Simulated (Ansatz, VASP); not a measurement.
Two plane-wave programs on Pt

The input INCAR:

```
SYSTEM = Pt
ALGO = Normal
EDIFF = 1E-6
ENCUT = 520
GGA = PE
ISIF = 2
ISMEAR = 0
LASPH = .TRUE.
LCHARG = .FALSE.
LREAL = .FALSE.
LWAVE = .FALSE.
NBANDS = 11
NELM = 80
PREC = Accurate
SIGMA = 0.05
```

File KPOINTS:

```
k-points
0
G
  18 18 18
  0 0 0
```

Contents of POSCAR:

```
Pt
1.0
    0.0000000000      2.0043338702      2.0043338702
    2.0043338702      0.0000000000      2.0043338702
    2.0043338702      2.0043338702      0.0000000000
Pt
1
Direct
    0.0000000000      0.0000000000      0.0000000000
```

Input for Ansatz:

```yaml
crystal:
  lattice:
    - [0.0, 2.0043338702, 2.0043338702]
    - [2.0043338702, 0.0, 2.0043338702]
    - [2.0043338702, 2.0043338702, 0.0]
  atoms:
    - { symbol: Pt, position: [0.0, 0.0, 0.0] }
basis:
  ecutwfc: 420
  ecutrho_ratio: 4
kpoints:
  mp_grid: { grid: [18, 18, 18] }
hamiltonian:
  xc: pbe
scf:
  occupations: { method: gaussian, width: 0.05 }
output:
  forces: true
  stress: true
  eigenvalues: true
```

Alike in both runs: task single point; functional PBE; k mesh 18 × 18 × 18; occupations gaussian, width 0.05 eV; no spin polarisation.

```csv
,VASP,Ansatz
version,VASP 6.6.1,Ansatz 0.2.0
potentials or method,"VASP PAW PBE potentials, release 64 (Pt), cutoff 520 eV","scalar-relativistic, plane waves, PAW"
valence electrons in the cell,10,18
```

Ansatz gave:

| Property | Result |
| --- | --- |
| gap on the k mesh at the Fermi level (eV) | none |
| pressure (GPa) | -6.7 |

Task: Estimate VASP's values.

Result: gap on the k mesh at the Fermi level (eV): none; pressure (GPa): -7.1.

A gap of «none» marks a metal or a gap that the smearing closes. VASP's potentials hold 10 valence electrons a cell and Ansatz's 18, so a difference there can come from the potentials and not from the codes.

Spin-orbit coupling is off throughout.
